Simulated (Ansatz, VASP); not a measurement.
## Ni: VASP beside Ansatz

```xyz
1
Lattice="-1.3851 1.3851 1.3851 1.3851 -1.3851 1.3851 1.3851 1.3851 -1.3851" Properties=species:S:1:pos:R:3 pbc="T T T"
Ni    0.0000    0.0000    0.0000
```

Alike in both runs: functional BLYP; dispersion D3(BJ); k mesh 15 × 15 × 15; occupations fermi-dirac, width 0.1 eV; collinear spin.

Ansatz relaxed the structure, and its values are those at the end. VASP's run is a single point on that final structure, the one shown.

|  | VASP | Ansatz |
| --- | --- | --- |
| version | VASP 6.6.1 | Ansatz 0.2.0 |
| potentials or method | VASP PAW PBE potentials, release 64 (Ni) | plane waves, PAW |
| plane-wave cutoff (eV) | 600 | 420 |
| valence electrons in the cell | 10 | 18 |

```csv
,VASP,Ansatz,Ansatz less VASP
pressure (GPa),-0.3,0.0,+0.29
net moment per atom (μB),0.40,0.43,+0.034
size of the moment on the site where the two differ most (μB),0.40,0.45,+0.051
```

VASP's potentials were made for PBE, not for BLYP. Site moments also hang on the region over which each program counts them. VASP's potentials hold 10 valence electrons a cell and Ansatz's 18, so a difference there can come from the potentials and not from the codes.
